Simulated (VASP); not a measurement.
# Sn4Bi2O (P6/mmm) in VASP: notebook, part 3 of 3

VASP 6.6.1. Earlier steps stand in the parts before.

### 5 Relaxation of cell and atoms, PBE

This run uses another cell than the first one, of 30.76 Å³/atom.

The input, INCAR:

```
PREC = Accurate
ENCUT = 600
EDIFF = 1E-6
ISMEAR = 0
SIGMA = 0.1
LREAL = F
LASPH = T
NELM = 60
ALGO = Normal
ISIF = 3
LWAVE = F
LCHARG = F
GGA = PE
IBRION = 2
NSW = 90
EDIFFG = -0.04
```

The input, KPOINTS:

```
Automatic mesh
0
Gamma
  6 6 2
```

The input, POSCAR:

```
Sn4Bi2O
1.0
    5.1693538633      0.0000000000      0.0000000000
   -2.5846769316      4.4767917667      0.0000000000
    0.0000000000      0.0000000000      9.3043278962
Sn Bi O
4 2 1
Direct
    0.3333333333      0.6666666667      0.8373538307
    0.3333333333      0.6666666667      0.1626461693
    0.6666666667      0.3333333333      0.1626461693
    0.6666666667      0.3333333333      0.8373538307
    0.3333333333      0.6666666667      0.5000000000
    0.6666666667      0.3333333333      0.5000000000
    0.0000000000      0.0000000000      0.5000000000
```

Potentials or basis: VASP PAW PBE potentials, release 64 (Sn_d, Bi_d, O).

Command:

```sh
cat potpaw_PBE.64/Sn_d/POTCAR potpaw_PBE.64/Bi_d/POTCAR potpaw_PBE.64/O/POTCAR > POTCAR
mpirun -np 1 vasp_std > vasp.out
```

OUTCAR:

```text
PREC = Accurate
   ENCUT = 600
   EDIFF = 1E-6
   ISMEAR = 0
   LREAL = F
   LASPH = T
   NELM = 60
   ISIF = 3
   GGA = PE
   IBRION = 2
   NSW = 90
   EDIFFG = -0.04

 ion  position               nearest neighbor table
   1  0.333  0.667  0.837-   4 2.98   4 2.98   4 2.98   2 3.03   5 3.14
   2  0.333  0.667  0.163-   3 2.98   3 2.98   3 2.98   1 3.03   5 3.14
   3  0.667  0.333  0.163-   2 2.98   2 2.98   2 2.98   4 3.03   6 3.14
   4  0.667  0.333  0.837-   1 2.98   1 2.98   1 2.98   3 3.03   6 3.14
   5  0.333  0.667  0.500-   6 2.98   6 2.98   6 2.98   1 3.14   2 3.14
   6  0.667  0.333  0.500-   5 2.98   5 2.98   5 2.98   3 3.14   4 3.14
   7  0.000  0.000  0.500-

  LATTYP: Found a hexagonal cell.
 ALAT       =     5.1693538633
 C/A-ratio  =     1.7999015239

  Lattice vectors:

 A1 = (   5.1693538633,   0.0000000000,   0.0000000000)
 A2 = (  -2.5846769316,   4.4767917667,   0.0000000000)
 A3 = (   0.0000000000,   0.0000000000,   9.3043278962)

Analysis of symmetry for initial positions (statically):
=====================================================================
 Subroutine PRICEL returns:
 Original cell was already a primitive cell.

 Routine SETGRP: Setting up the symmetry group for a
 hexagonal supercell.

 Subroutine GETGRP returns: Found 24 space group operations
 (whereof 24 operations were pure point group operations)
 out of a pool of 24 trial point group operations.

The static configuration has the point symmetry D_6h.

Analysis of symmetry for dynamics (positions and initial velocities):
=====================================================================
 Subroutine PRICEL returns:
 Original cell was already a primitive cell.

 Routine SETGRP: Setting up the symmetry group for a
 hexagonal supercell.

 Subroutine GETGRP returns: Found 24 space group operations
 (whereof 24 operations were pure point group operations)
 out of a pool of 24 trial point group operations.

The dynamic configuration has the point symmetry D_6h.

[... 105 lines left out ...]
   POTIM  = 0.5000    time-step for ionic-motion
   TEBEG  =    0.0;   TEEND  =   0.0 temperature during run
   PSTRESS=    0.0 pullay stress
   NELECT =      92.0000    total number of electrons
   NUPDOWN=      -1.0000    fix difference up-down
   EMIN   =  10.00;   EMAX   =-10.00  energy-range for DOS
   EFERMI =   0.00;   METHOD = LEGACY
   ISMEAR =     0;   SIGMA  =   0.10  broadening in eV -4-tet -1-fermi 0-gaus
   EFERMI_NEDOS =   21; number of points for ismear=-14 and -15
   IALGO  =     38    algorithm
   IMIX   =      4    mixing-type and parameters
     AMIX     =   0.40;   BMIX     =  1.00
     AMIX_MAG =   1.60;   BMIX_MAG =  1.00
  volume/ion in A,a.u.               =      30.76       207.58
  Fermi-wavevector in a.u.,A,eV,Ry     =   1.233033  2.330095 20.685897  1.520371
  Thomas-Fermi vector in A             =   2.367779
   LORBIT       =      0    0 simple, 1 ext, 2 COOP (PROOUT), +10 PAW based schemes
   GGA     = PE    functional components
   LHFCALC =     F    Hartree Fock is set to
   AEXX    =    0.0000 exact exchange contribution
   IVDW    =     0    specifies the selected vdW correction
   LEPSILON=     F    determine dielectric tensor
   LRPA    =     F    only Hartree local field effects (RPA)
 conjugate gradient relaxation of ions
 non-spin polarized calculation
 Gauss-broadening in eV      SIGMA  =   0.10
  energy-cutoff  :      600.00
  volume of cell :      215.32
 maximum number of plane-waves:      7226
 NGX is ok and might be reduce to    42
   NGX = 21   NGY = 21   NGZ = 37

--------------------------------------- Ionic step        1  -------------------------------------------

 number of electron      91.9999992 magnetization

 Free energy of the ion-electron system (eV)
  ---------------------------------------------------
  ext. energy  EPLUGINS =         0.00000000
  ---------------------------------------------------
  free energy    TOTEN  =       -26.76442865 eV

  energy without entropy =      -26.73716961  energy(sigma->0) =      -26.75079913

------------------------ aborting loop because EDIFF is reached ----------------------------------------

  FORCE on cell =-STRESS in cart. coord.  units (eV):
  Direction    XX          YY          ZZ          XY          YZ          ZX
  --------------------------------------------------------------------------------------
  -------------------------------------------------------------------------------------
  Total       -1.7353866     -1.7353866      3.4890399     -0.0000000     -0.0000000      0.0000000
  in kB      -12.9127473    -12.9127473     25.9614150     -0.0000000     -0.0000000      0.0000000
  external PRESSURE =       0.0453068 kB  Pullay stress =       0.0000000 kB
[... 192 lines left out ...]
--------------------------------------- Ionic step        6  -------------------------------------------

 number of electron      91.9999985 magnetization

 Free energy of the ion-electron system (eV)
  ---------------------------------------------------
  ext. energy  EPLUGINS =         0.00000000
  ---------------------------------------------------
  free energy    TOTEN  =       -26.82502844 eV

  energy without entropy =      -26.79453875  energy(sigma->0) =      -26.80978360

 E-fermi :   5.2602     XC(G=0):  -9.1780

 val. band max:        5.2052206103   @ k =   0.3333   0.0000   0.0000
 cond. band min:       5.2773102630   @ k =   0.3333   0.1667   0.0000
 fundamental gap:      0.0720896528
 Fermi energy:         5.2602144118

 k-point     1 :       0.0000    0.0000    0.0000
  band No.  band energies     occupation
      1     -17.6168      2.00000
      2     -17.6168      2.00000
      3     -17.6110      2.00000
      4     -17.5221      2.00000
      5     -17.5221      2.00000
      6     -17.4020      2.00000
[... 835 lines left out ...]
  FREE ENERGIE OF THE ION-ELECTRON SYSTEM (eV)
  ---------------------------------------------------
  free  energy   TOTEN  =       -26.8250284411 eV

  energy  without entropy=      -26.7945387510  energy(sigma->0) =      -26.80978360

 reached required accuracy - stopping structural energy minimisation
```

OSZICAR:

```text
N       E                     dE             d eps       ncg     rms          rms(c)
DAV:   1     0.120657482466E+04    0.12066E+04   -0.49080E+04  1613   0.255E+03
DAV:   2     0.186049246100E+03   -0.10205E+04   -0.10006E+04  1540   0.721E+02
DAV:   3    -0.120750718406E+02   -0.19812E+03   -0.19172E+03  1730   0.260E+02
DAV:   4    -0.295851163325E+02   -0.17510E+02   -0.17074E+02  1785   0.746E+01
[... 60 lines left out ...]
DAV:   5    -0.268250556496E+02    0.38953E-04   -0.55508E-04  2080   0.936E-02    0.308E-02
DAV:   6    -0.268250391963E+02    0.16453E-04   -0.29652E-05  1551   0.206E-02    0.151E-02
DAV:   7    -0.268250295902E+02    0.96061E-05   -0.91180E-06  1328   0.123E-02    0.366E-03
DAV:   8    -0.268250283479E+02    0.12423E-05   -0.83254E-07   877   0.673E-03    0.173E-03
DAV:   9    -0.268250284411E+02   -0.93207E-07   -0.33007E-07   812   0.460E-03
   6 F= -.26825028E+02 E0= -.26809784E+02  d E =-.200235E-02
```

Wall time 21 min (1 thread of Intel Xeon 8259CL, shared host); peak memory 0.51 GiB.

What came out:

- Free energy: -26.8250 eV
- Relaxed volume: 30.87 Å³/atom
- Relaxed cell: a = 5.119 Å, b = 5.119 Å, c = 9.522 Å, α = 90.00°, β = 90.00°, γ = 120.00°
- Space group after relaxing (to 0.1 Å): P6/mmm (No. 191)
- Energy gained by relaxing: 8.7 meV/atom
- Ionic steps: 6
- Pressure after relaxing: -0.1 GPa
- Largest force after relaxing: 0.017 eV/Å
- Band gap on the k mesh: zero (bands 46 and 47 overlap by 2.55 eV)

Forces in eV/Å, atoms in the order of the input:
```
Sn   0.000  0.000 -0.017
Sn   0.000  0.000  0.017
Sn   0.000  0.000  0.017
Sn   0.000  0.000 -0.017
Bi   0.000  0.000  0.000
Bi   0.000  0.000  0.000
O    0.000  0.000  0.000
```

Step by step:
| step | energy change (eV) | largest force (eV/Å) | pressure (GPa) | volume (Å³) |
| --- | --- | --- | --- | --- |
| 1 | 0.0000 | 0.0808 | 0.00 | 215.32 |
| 2 | -0.0583 | 0.0674 | 0.05 | 215.26 |
| 3 | -0.0585 | 0.0695 | 0.04 | 215.27 |
| 4 | -0.0586 | 0.0698 | 0.03 | 215.27 |
| 5 | -0.0594 | 0.0552 | 0.00 | 215.47 |
| 6 | -0.0606 | 0.0173 | -0.12 | 216.07 |

Final structure:
```xyz
7
Lattice="5.1186 0.0000 0.0000 -2.5593 4.4328 0.0000 0.0000 0.0000 9.5225" Properties=species:S:1:pos:R:3 pbc="T T T"
Sn    0.0000    2.9552    7.9568
Sn    0.0000    2.9552    1.5656
Sn    2.5593    1.4776    1.5656
Sn    2.5593    1.4776    7.9568
Bi    0.0000    2.9552    4.7612
Bi    2.5593    1.4776    4.7612
O     0.0000    0.0000    4.7612
```

Levels at points of the mesh, in eV from the Fermi level:
| k point | band 42 | band 43 | band 44 | band 45 | band 46 | band 47 | band 48 | band 49 | band 50 | band 51 |
| --- | --- | --- | --- | --- | --- | --- | --- | --- | --- | --- |
| (0.00, 0.00, 0.00) | -2.21 | -2.20 | -1.12 | -1.12 | -0.48 | -0.48 | -0.28 | 2.02 | 2.02 | 2.22 |
| (0.50, 0.00, 0.00) | -1.26 | -1.03 | -0.96 | -0.87 | -0.37 | 0.05 | 0.35 | 0.36 | 1.42 | 3.80 |
| (0.00, 0.00, 0.50) | -1.97 | -1.51 | -1.51 | -0.66 | -0.10 | -0.10 | -0.09 | 1.38 | 1.62 | 2.03 |
| (0.50, 0.00, 0.50) | -1.19 | -1.02 | -0.97 | -0.63 | -0.21 | 0.44 | 1.46 | 2.18 | 2.75 | 3.55 |

Caveat: spin-orbit coupling is left out, which moves the levels of the heavy elements.

### 6 Overview

| task | cell | k mesh | cutoff (eV) | gap on the mesh (eV) | pressure (GPa) | largest force (eV/Å) |
| --- | --- | --- | --- | --- | --- | --- |
| single point | a = 5.761, b = 5.761, c = 7.445 Å, angles 90.0, 90.0, 120.0°, 7 atoms, atomic positions A | 3 × 3 × 4 | 520 | none | 20.5 | 8.18 |
| single point | a = 5.169, b = 5.169, c = 9.304 Å, angles 90.0, 90.0, 120.0°, 7 atoms, atomic positions B | 3 × 3 × 4 | 520 | none | -0.1 | 0.03 |
| single point | a = 5.116, b = 5.116, c = 9.529 Å, angles 90.0, 90.0, 120.0°, 7 atoms, atomic positions C | 6 × 6 × 2 | 520 | none | -0.1 | 0.02 |
| relaxation of cell and atoms | relaxed from a = 5.169, b = 5.169, c = 9.304 Å, angles 90.0, 90.0, 120.0°, 7 atoms, atomic positions B | 6 × 6 × 2 | 600 | none | -0.1 | 0.02 |

Alike in all rows: level PBE; potentials or basis VASP PAW PBE potentials, release 64 (Sn_d, Bi_d, O); no spin polarisation; smearing gaussian 0.1 eV.

Caveats: some runs use coarse meshes; spin-orbit coupling is left out, which moves the levels of the heavy elements; forces of over 1 eV/Å act on the atoms, so gaps and moduli don't describe the material at rest (at least some runs).

Total energies depend on the potentials used, so only differences within one code and one set of settings carry meaning.
